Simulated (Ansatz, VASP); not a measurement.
One calculation of V, two programs

```
V
1.0
     2.55664    0.00000    0.00000
    -1.27832    2.21412    0.00000
     0.00000    0.00000    2.38303
V
1
Direct
  0.00000 0.00000 0.00000
```

Change from the starting cell: volume scaled by 0.95, LAPW.

Alike in both runs: task single point; functional PBE; k mesh 17 × 17 × 15; occupations fermi-dirac, width 0.05 eV; no spin polarisation.

```csv
,VASP,Ansatz
version,VASP 6.6.1,Ansatz 0.2.0
potentials or method,"VASP PAW PBE potentials, release 64 (V_sv), cutoff 520 eV","all-electron LAPW, scalar-relativistic"
```

Ansatz gave:

| Property | Result |
| --- | --- |
| pressure (GPa) | 8.8 |
| traceless stress, the component that is largest in VASP (GPa) | 0.02 |

**Question.** Estimate VASP's values.

**Answer.** Pressure (GPa): 9.1; traceless stress, the component that is largest in VASP (GPa): 0.17.

Ansatz ran all-electron here, and VASP with PAW potentials.
